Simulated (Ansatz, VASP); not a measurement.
## In in VASP and in Ansatz

Contents of INCAR:

```
SYSTEM = In
ALGO     = Normal         ! electronic algorithm
EDIFF    = 1E-8           ! SCF threshold, eV
ENCUT    = 520            ! plane-wave cutoff, eV
GGA      = PE             ! functional
ISIF     = 2              ! what is computed and relaxed
ISMEAR   = -1             ! smearing method
LASPH    = .True.         ! aspherical terms in the spheres
LCHARG   = .False.        ! write CHGCAR
LEFG     = .True.       
LREAL    = .False.        ! projectors in reciprocal space
LWAVE    = .False.        ! write WAVECAR
NBANDS   = 12             ! bands
NELM     = 100            ! most SCF steps
PREC     = Accurate       ! precision mode
SIGMA    = 0.03           ! smearing width, eV
```

File KPOINTS:

```
k-points
0
Gamma
  17 17 17
  0 0 0
```

POSCAR

```
In
1.0
   -1.6604059914      1.6604059914      2.2508730305
    1.6604059914     -1.6604059914      2.2508730305
    1.6604059914      1.6604059914     -2.2508730305
In
1
Direct
    0.0000000000      0.0000000000      0.0000000000
```

Input for Ansatz:

```yaml
crystal:
  lattice:
    - [-1.6604059914, 1.6604059914, 2.2508730305]
    - [1.6604059914, -1.6604059914, 2.2508730305]
    - [1.6604059914, 1.6604059914, -2.2508730305]
  atoms:
    - { symbol: In, position: [0.0, 0.0, 0.0] }
kpoints:
  mp_grid: { grid: [17, 17, 17] }
scf:
  occupations: { method: fermi_dirac, width: 0.03 }
hamiltonian:
  xc: pbe
  pseudopotentials: { kind: all_electron, datasets: crystal }
output:
  forces: true
  stress: true
  eigenvalues: true
  efg: { contact_densities: true }
```

Change from the starting cell: volume scaled by 0.9405, crystal datasets.

Alike in both runs: task electric field gradients; functional PBE; k mesh 17 × 17 × 17; occupations fermi-dirac, width 0.03 eV; no spin polarisation.

```csv
,VASP,Ansatz
version,VASP 6.6.1,Ansatz 0.2.0
potentials or method,"VASP PAW PBE potentials, release 64 (In_d), cutoff 520 eV","all-electron PAW with datasets made for the crystal, scalar-relativistic"
```

```tsv
	VASP	Ansatz	Ansatz less VASP
pressure (GPa)	4.7	4.7	+0.04
traceless stress, the component that is largest in VASP (GPa)	-0.40	-0.41	-0.001
size of Vzz on the site where it differs most (V/Å²)	6.2	6.2	+0.05
```

Ansatz ran all-electron here, and VASP with PAW potentials.
